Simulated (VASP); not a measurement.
Here is a VASP 6.6.1 calculation.

INCAR

```
SYSTEM = Sb2P3H
PREC = Accurate ; ENCUT = 520
EDIFF = 1E-6 ; ISMEAR = 0
SIGMA = 0.1 ; LREAL = .FALSE.
LASPH = .TRUE. ; NELM = 100
ALGO = Normal ; ISIF = 2
LWAVE = .FALSE. ; LCHARG = .FALSE.
GGA = PE ; NBANDS = 22
```

The input KPOINTS:

```
Automatic mesh
0
G
  4 4 4
  0 0 0
```

The input POSCAR:

```
Sb2P3H
1.0
   -3.0802896400      3.0802896400      3.5687460700
    3.0802896400     -3.0802896400      3.5687460700
    3.0802896400      3.0802896400     -3.5687460700
Sb H P
2 1 3
Direct
    0.5000000000      0.0000000000      0.5000000000
    0.0000000000      0.5000000000      0.5000000000
    0.5000000000      0.5000000000      0.0000000000
    0.7500000000      0.2500000000      0.5000000000
    0.2500000000      0.7500000000      0.5000000000
    0.0000000000      0.0000000000      0.0000000000
```

Potentials or basis: VASP PAW PBE potentials, release 64 (Sb, H, P).

Launch:

```bash
$ cat potpaw_PBE.64/Sb/POTCAR potpaw_PBE.64/H/POTCAR potpaw_PBE.64/P/POTCAR > POTCAR
$ mpirun -np 1 vasp_std > vasp.out
```

Predict the band gap on the k mesh.

zero (band 13 reaches 5.15 eV, above the bottom of band 14 at 4.61 eV).

Predict the pressure.

72.4 GPa.

Stress tensor (GPa, compression positive):
```
 -4.47   0.00   0.00
  0.00  -4.47   0.00
  0.00   0.00 226.18
```

Caveat: the k points lie up to 0.36 Å⁻¹ apart; spin-orbit coupling is left out, which moves the levels of the heavy elements.
